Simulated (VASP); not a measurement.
Wanted: the native input for a VASP 6.6.1 run.

* Task: single point
* Functional: LDA
* Potentials or basis: VASP PAW LDA potentials, release 64 (Ru_pv)
* Cutoff: 520 eV
* k mesh: 11 × 11 × 6
* Occupations: fermi-dirac, width 0.05 eV
* Spin: no spin polarisation
* Dipole correction: no
* Further INCAR settings: ALGO = Normal; EDIFF = 1e-07; NBANDS = 21

The structure of Ru lies in POSCAR:

```
Ru
1.0
    2.6733397422      0.0000000000      0.0000000000
   -1.3366698711      2.3151801297      0.0000000000
    0.0000000000      0.0000000000      4.2294868611
Ru
2
Direct
    0.3333333333      0.6666666667      0.2500000000
    0.6666666667      0.3333333333      0.7500000000
```

One way to write it, as run:

INCAR

```
  ALGO = Normal
  EDIFF = 1E-7
  ENCUT = 520
  ISIF = 2
  ISMEAR = -1
  LASPH = T
  LCHARG = F
  LREAL = F
  LWAVE = F
  NBANDS = 21
  NELM = 100
  PREC = Accurate
  SIGMA = 0.05
```

KPOINTS

```
k-points
0
Gamma
  11 11 6
```

Potentials or basis: VASP PAW LDA potentials, release 64 (Ru_pv).

Launch:

```bash
$ cat potpaw_LDA.64/Ru_pv/POTCAR > POTCAR
$ mpirun -np 1 vasp_std > vasp.out
```

It gave:

```json
{"Pressure": "1.0 GPa", "Band gap on the k mesh": "zero (bands 14 and 15 overlap by 3.26 eV)"}
```

Wall time 15 s on 1 thread of Intel(R) Xeon(R) Platinum 8488C (Sapphire Rapids), with other jobs on the host, peak memory 0.14 GiB.
